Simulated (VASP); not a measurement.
Here is a VASP 6.6.1 calculation.

File POSCAR:

```
SrOs
1.0
    3.6085269510      0.0000000000      0.0000000000
    0.0000000000      3.6085269510      0.0000000000
    0.0000000000      0.0000000000      3.6085269510
Sr Os
1 1
Direct
    0.0000000000      0.0000000000      0.0000000000
    0.5000000000      0.5000000000      0.5000000000
```

File INCAR.step1:

```
SYSTEM = SrOs
  PREC = Accurate
  ENCUT = 520
  ISMEAR = 0
  SIGMA = 0.05
  LREAL = .False.
  LASPH = .True.
  NELM = 100
  NBANDS = 16
  GGA = PE
  ALGO = Normal
  EDIFF = 1E-4
  LWAVE = .True.
  LCHARG = .False.
```

The input INCAR.step2:

```
SYSTEM = SrOs
  PREC = Accurate
  ENCUT = 520
  EDIFF = 1E-6
  ISMEAR = 0
  SIGMA = 0.05
  LREAL = .False.
  LASPH = .True.
  NELM = 100
  ALGO = Normal
  ISIF = 2
  LWAVE = .False.
  LCHARG = .True.
  METAGGA = R2SCAN
  LMIXTAU = .True.
  LELF = .True.
  LVHAR = .True.
  NBANDS = 16
  ISTART = 1
```

The input KPOINTS:

```
Automatic mesh
0
Gamma
  10 10 10
  0 0 0
```

Potentials or basis: VASP PAW PBE potentials, release 64 (Sr_sv, Os).

Launch:

```sh
$ cat potpaw_PBE.64/Sr_sv/POTCAR potpaw_PBE.64/Os/POTCAR > POTCAR
$ cp INCAR.step1 INCAR
$ mpirun -np 1 vasp_std > vasp.out
$ cp INCAR.step2 INCAR
$ mpirun -np 1 vasp_std > vasp.out
```

Q: What does it give for the band gap on the k mesh?

A: Zero (band 9 reaches 4.81 eV, above the bottom of band 10 at 2.97 eV).

Q: What does it give for the pressure?

A: -0.9 GPa.

Caveat: the PAW data sets were made with another functional, which shifts forces and pressure a little; spin-orbit coupling is left out, which moves the levels of the heavy elements.
